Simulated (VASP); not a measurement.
# TaN (I4/mmm) in VASP: a series of runs, part 2 of 2

VASP 6.6.1.

### Step 3. Single point, PBE (strain +0.040 along x and y, -0.080 along z)

INCAR

```
  PREC = Accurate
  ENCUT = 600
  EDIFF = 1E-6
  ISMEAR = 0
  SIGMA = 0.15
  LREAL = F
  LASPH = T
  NELM = 120
  ALGO = Normal
  ISIF = 2
  LWAVE = F
  LCHARG = T
  GGA = PE
  LELF = T
  LVHAR = T
  NBANDS = 15
  GGA_COMPAT = F
```

KPOINTS

```
Automatic mesh
0
Gamma
  18 18 18
```

POSCAR

```
TaN
1.0
    0.0000000000      2.2661600000      2.0046800000
    2.2661600000      0.0000000000      2.0046800000
    2.2661600000      2.2661600000      0.0000000000
Ta N
1 1
Direct
    0.5000000000      0.5000000000      0.5000000000
    0.0000000000      0.0000000000      0.0000000000
```

Potentials or basis: VASP PAW PBE potentials, release 64 (Ta_pv, N).

Started as:

```
$ cat potpaw_PBE.64/Ta_pv/POTCAR potpaw_PBE.64/N/POTCAR > POTCAR
$ mpirun -np 1 vasp_std > vasp.out
```

OUTCAR:

```text
PREC = Accurate
   ENCUT = 600
   EDIFF = 1E-6
   ISMEAR = 0
   LREAL = F
   LASPH = T
   NELM = 120
   ISIF = 2
   GGA = PE

 ion  position               nearest neighbor table
   1  0.500  0.500  0.500-   2 2.00   2 2.00   2 2.27   2 2.27   2 2.27   2 2.27
   2  0.000  0.000  0.000-   1 2.00   1 2.00   1 2.27   1 2.27   1 2.27   1 2.27

  LATTYP: Found a body centered tetragonal cell.
 ALAT       =     3.2048342065
 C/A-ratio  =     1.2510350744

  Lattice vectors:

 A1 = (   0.0000000000,  -2.2661600000,  -2.0046800000)
 A2 = (   0.0000000000,   2.2661600000,  -2.0046800000)
 A3 = (   2.2661600000,   0.0000000000,   2.0046800000)

Analysis of symmetry for initial positions (statically):
=====================================================================
 Subroutine PRICEL returns:
 Original cell was already a primitive cell.

 Routine SETGRP: Setting up the symmetry group for a
 body centered tetragonal supercell.

 Subroutine GETGRP returns: Found 16 space group operations
 (whereof 16 operations were pure point group operations)
 out of a pool of 16 trial point group operations.

The static configuration has the point symmetry D_4h.

Analysis of symmetry for dynamics (positions and initial velocities):
=====================================================================
 Subroutine PRICEL returns:
 Original cell was already a primitive cell.

 Routine SETGRP: Setting up the symmetry group for a
 body centered tetragonal supercell.

 Subroutine GETGRP returns: Found 16 space group operations
 (whereof 16 operations were pure point group operations)
 out of a pool of 16 trial point group operations.

The dynamic configuration has the point symmetry D_4h.

 Subroutine INISYM returns: Found 16 space group operations
 (whereof 16 operations are pure point group operations),
 and found     1 'primitive' translations

----------------------------------------------------------------------------------------

                                     Primitive cell

  volume of cell :      20.5900

  direct lattice vectors                    reciprocal lattice vectors
     0.000000000  2.266160000  2.004680000    -0.220637554  0.220637554  0.249416366
     2.266160000  0.000000000  2.004680000     0.220637554 -0.220637554  0.249416366
     2.266160000  2.266160000  0.000000000     0.220637554  0.220637554 -0.249416366

  length of vectors
     3.025594660  3.025594660  3.204834207     0.399462619  0.399462619  0.399462619

  position of ions in fractional coordinates (direct lattice)
     0.500000000  0.500000000  0.500000000
     0.000000000  0.000000000  0.000000000

  ion indices of the primitive-cell ions
   primitive index   ion index
                 1           1
                 2           2

----------------------------------------------------------------------------------------

 KPOINTS: Automatic mesh

Automatic generation of k-mesh.
 Grid dimensions read from file:
 generate k-points for:   18   18   18

 Generating k-lattice:

  Cartesian coordinates                     Fractional coordinates (reciprocal lattice)
    -0.012257642  0.012257642  0.013856465     0.055555556  0.000000000  0.000000000
     0.012257642 -0.012257642  0.013856465     0.000000000  0.055555556  0.000000000
     0.012257642  0.012257642 -0.013856465    -0.000000000 -0.000000000  0.055555556

  Length of vectors
     0.022192368  0.022192368  0.022192368

  Shift w.r.t. Gamma in fractional coordinates (k-lattice)
     0.000000000  0.000000000  0.000000000

 Subroutine IBZKPT returns following result:
 ===========================================

 Found    480 irreducible k-points:

 Following reciprocal coordinates:
            Coordinates               Weight
  0.000000  0.000000  0.000000      1.000000
  0.055556  0.000000  0.000000      8.000000
  0.111111  0.000000  0.000000      8.000000
  0.166667  0.000000  0.000000      8.000000
  0.222222  0.000000  0.000000      8.000000
  0.277778  0.000000  0.000000      8.000000
[... 16 lines left out ...]
 -0.277778  0.055556  0.000000      8.000000
 -0.222222  0.055556  0.000000      8.000000
 [... further k-points ...]
   k-points           NKPTS =    480   k-points in BZ     NKDIM =    480   number of bands    NBANDS=     15
   number of dos      NEDOS =    301   number of ions     NIONS =      2
   total plane-waves  NPLWV =  16128
   dimension x,y,z NGX =    24 NGY =   24 NGZ =   28
   dimension x,y,z NGXF=    48 NGYF=   48 NGZF=   56
   ions per type =               1   1
   NGX,Y,Z   is equivalent  to a cutoff of  13.19, 13.19, 14.52 a.u.
   NGXF,Y,Z  is equivalent  to a cutoff of  26.37, 26.37, 29.05 a.u.
 SYSTEM =  unknown system
   PREC   = accura    normal or accurate (medium, high low for compatibility)
   ISTART =      0    job   : 0-new  1-cont  2-samecut
   ICHARG =      2    charge: 1-file 2-atom 10-const
   ISPIN  =      1    spin polarized calculation?
   LNONCOLLINEAR =      F non collinear calculations
   LSORBIT =      F    spin-orbit coupling
   LASPH  =      T    aspherical Exc in radial PAW
   ENCUT  =  600.0 eV  44.10 Ry    6.64 a.u.   6.04  6.04  6.40*2*pi/ulx,y,z
   NELM   =    120;   NELMIN=  2; NELMDL= -5     # of ELM steps
   EDIFF  = 0.1E-05   stopping-criterion for ELM
   LREAL  =      F    real-space projection
   EDIFFG = 0.1E-04   stopping-criterion for IOM
   NSW    =      0    number of steps for IOM
   IBRION =     -1    ionic relax: 0-MD 1-quasi-New 2-CG
   NFREE  =      0    steps in history (QN), initial steepest desc. (CG)
   ISIF   =      2    stress and relaxation
   ISYM   =      2    0-nonsym 1-usesym 2-fastsym
   POTIM  = 0.5000    time-step for ionic-motion
   TEBEG  =    0.0;   TEEND  =   0.0 temperature during run
   PSTRESS=    0.0 pullay stress
   NELECT =      16.0000    total number of electrons
   NUPDOWN=      -1.0000    fix difference up-down
   EMIN   =  10.00;   EMAX   =-10.00  energy-range for DOS
   EFERMI =   0.00;   METHOD = LEGACY
   ISMEAR =     0;   SIGMA  =   0.15  broadening in eV -4-tet -1-fermi 0-gaus
   EFERMI_NEDOS =   21; number of points for ismear=-14 and -15
   IALGO  =     38    algorithm
   IMIX   =      4    mixing-type and parameters
     AMIX     =   0.40;   BMIX     =  1.00
     AMIX_MAG =   1.60;   BMIX_MAG =  1.00
  volume/ion in A,a.u.               =      10.29        69.47
  Fermi-wavevector in a.u.,A,eV,Ry     =   1.505091  2.844210 30.821263  2.265299
  Thomas-Fermi vector in A             =   2.615985
   LORBIT       =      0    0 simple, 1 ext, 2 COOP (PROOUT), +10 PAW based schemes
   GGA     = PE    functional components
   LHFCALC =     F    Hartree Fock is set to
   AEXX    =    0.0000 exact exchange contribution
   IVDW    =     0    specifies the selected vdW correction
   LEPSILON=     F    determine dielectric tensor
   LRPA    =     F    only Hartree local field effects (RPA)
 non-spin polarized calculation
 Gauss-broadening in eV      SIGMA  =   0.15
  energy-cutoff  :      600.00
  volume of cell :       20.59
 maximum number of plane-waves:       712
   NGX = 11   NGY = 11   NGZ = 13

 number of electron      16.0000000 magnetization

 Free energy of the ion-electron system (eV)
  ---------------------------------------------------
  ext. energy  EPLUGINS =         0.00000000
  ---------------------------------------------------
  free energy    TOTEN  =       -21.26967981 eV

  energy without entropy =      -21.26071505  energy(sigma->0) =      -21.26519743

 E-fermi :   9.8690     XC(G=0): -13.5901

 val. band max:        9.8662068609   @ k =   0.2778   0.0000   0.0556
 cond. band min:       9.8711246581   @ k =  -0.3333   0.3333   0.2222
 fundamental gap:      0.0049177972
 Fermi energy:         9.8690235520

 k-point     1 :       0.0000    0.0000    0.0000
  band No.  band energies     occupation
      1     -25.7501      2.00000
      2     -25.7335      2.00000
      3     -25.7335      2.00000
      4      -9.2886      2.00000
      5       5.7476      2.00000
      6       5.7476      2.00000
      7       6.5379      2.00000
      8       7.3433      2.00000
      9       7.3433      2.00000
     10       8.7944      2.00000
     11       8.7999      2.00000
     12       9.1006      2.00000
     13      14.1910      0.00000
     14      19.5188      0.00000
[... 401 lines left out ...]
      2     -25.8072      2.00000
      3     -25.7878      2.00000
      4      -8.0494      2.00000
      5       2.0935      2.00000
      6       3.2331      2.00000
      7       4.2592      2.00000
      8       8.7718      2.00000
      9       8.9451      2.00000
     10      10.3121      0.00003
     11      12.9201      0.00000
     12      13.1748      0.00000
     13      16.2026      0.00000
     14      22.3862      0.00000
     15      22.5163      0.00000

 [... further k-points ...]
[... 5 lines left out ...]
  --------------------------------------------------------------------------------------
  -------------------------------------------------------------------------------------
  Total       -0.1745054     -0.1745054     12.8592677      0.0000000      0.0000000      0.0000000
  in kB      -13.5788555    -13.5788555   1000.6233364      0.0000000      0.0000000      0.0000000
  external PRESSURE =     324.4885418 kB  Pullay stress =       0.0000000 kB

 VOLUME and BASIS-vectors are now :
 -----------------------------------------------------------------------------
  energy-cutoff  :      600.00
  volume of cell :       20.59
      direct lattice vectors                 reciprocal lattice vectors
     0.000000000  2.266160000  2.004680000    -0.220637554  0.220637554  0.249416366
     2.266160000  0.000000000  2.004680000     0.220637554 -0.220637554  0.249416366
     2.266160000  2.266160000  0.000000000     0.220637554  0.220637554 -0.249416366

 POSITION                                       TOTAL-FORCE (eV/Angst)
 -----------------------------------------------------------------------------------
      2.26616      2.26616      2.00468         0.000000     -0.000000      0.000000
      0.00000      0.00000      0.00000        -0.000000      0.000000     -0.000000
 -----------------------------------------------------------------------------------
    total drift:                                0.000000     -0.000000      0.000000

  FREE ENERGIE OF THE ION-ELECTRON SYSTEM (eV)
  ---------------------------------------------------
  free  energy   TOTEN  =       -21.2696798116 eV

  energy  without entropy=      -21.2607150488  energy(sigma->0) =      -21.26519743
```

stdout:

```text
POSCAR found type information on POSCAR TaN
 POSCAR found :  2 types and       2 ions
 scaLAPACK will be used
 LDA part: xc-table for (Slater+PW92), standard interpolation
 POSCAR, INCAR and KPOINTS ok, starting setup
 FFT: planning ... GRIDC
 FFT: planning ... GRID_SOFT
 FFT: planning ... GRID
 WAVECAR not read
 entering main loop
```

It took 79 s on 1 thread of Intel Xeon Platinum 8559C (Emerald Rapids), shared host; peak memory 0.31 GiB.

Results:

```yaml
Free_energy: -21.2697 eV
Pressure: 32.4 GPa
Band_gap_on_the_k_mesh: zero (bands 8 and 9 overlap by 4.09 eV)
```

Stress tensor (GPa, compression positive):
```
 -1.36   0.00   0.00
  0.00  -1.36   0.00
  0.00   0.00 100.06
```

Caveat: the cell differs from its parent crystal (strain +0.040 along x and y, -0.080 along z); the cell stands under pressure; spin-orbit coupling is left out, which moves the levels of the heavy elements.
